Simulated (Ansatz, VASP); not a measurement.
BaTiO3 in VASP and in Ansatz

INCAR

```
SYSTEM = BaTiO3
PREC = Accurate ; ENCUT = 520
EDIFF = 1E-6 ; ISMEAR = 0
SIGMA = 0.05 ; LREAL = .FALSE.
LASPH = .TRUE. ; NELM = 60
ALGO = Normal ; ISIF = 2
LWAVE = .FALSE. ; LCHARG = .FALSE.
GGA = PE ; NBANDS = 28
```

KPOINTS

```
regular mesh
0
G
  6 6 6
  0 0 0
```

File POSCAR:

```
BaTiO3
1.0
    4.0192501412      0.0000000000      0.0000000000
    0.0000000000      4.0192501412      0.0000000000
    0.0000000000      0.0000000000      4.0192501412
Ba Ti O
1 1 3
Direct
    0.5000000000      0.5000000000      0.5000000000
    0.0000000000      0.0000000000      0.0000000000
    0.5000000000      0.0000000000      0.0000000000
    0.0000000000      0.5000000000      0.0000000000
    0.0000000000      0.0000000000      0.5000000000
```

Input for Ansatz:

```yaml
crystal:
  lattice:
    - [4.0192501412, 0.0, 0.0]
    - [0.0, 4.0192501412, 0.0]
    - [0.0, 0.0, 4.0192501412]
  atoms:
    - { symbol: Ba, position: [0.5, 0.5, 0.5] }
    - { symbol: Ti, position: [0.0, 0.0, 0.0] }
    - { symbol: O, position: [0.5, 0.0, 0.0] }
    - { symbol: O, position: [0.0, 0.5, 0.0] }
    - { symbol: O, position: [0.0, 0.0, 0.5] }
basis:
  ecutwfc: 420
kpoints:
  mp_grid: { grid: [6, 6, 6] }
hamiltonian:
  xc: pbe
scf:
  occupations: { method: gaussian, width: 0.05 }
output:
  forces: true
  stress: true
  eigenvalues: true
  write_density: true
  write_potential: true
  elf: true
  volumetric_format: npy
```

Alike in both runs: task single point; functional PBE; k mesh 6 × 6 × 6; occupations gaussian, width 0.05 eV; no spin polarisation.

|  | VASP | Ansatz |
| --- | --- | --- |
| version | VASP 6.6.1 | Ansatz 0.2.0 |
| potentials or method | VASP PAW PBE potentials, release 64 (Ba_sv, Ti_sv, O), cutoff 520 eV | scalar-relativistic, plane waves, PAW |
| valence electrons in the cell | 40 | 40 |

Ansatz gave:

```
gap on the k mesh at the Fermi level (eV) : 1.78
least direct gap on the mesh (eV)         : 1.90
pressure (GPa)                            : 0.0
```

Question: What did VASP give for the same quantities?

Answer: gap on the k mesh at the Fermi level (eV): 1.72; least direct gap on the mesh (eV): 1.88; pressure (GPa): 1.7.

Spin-orbit coupling is off throughout.
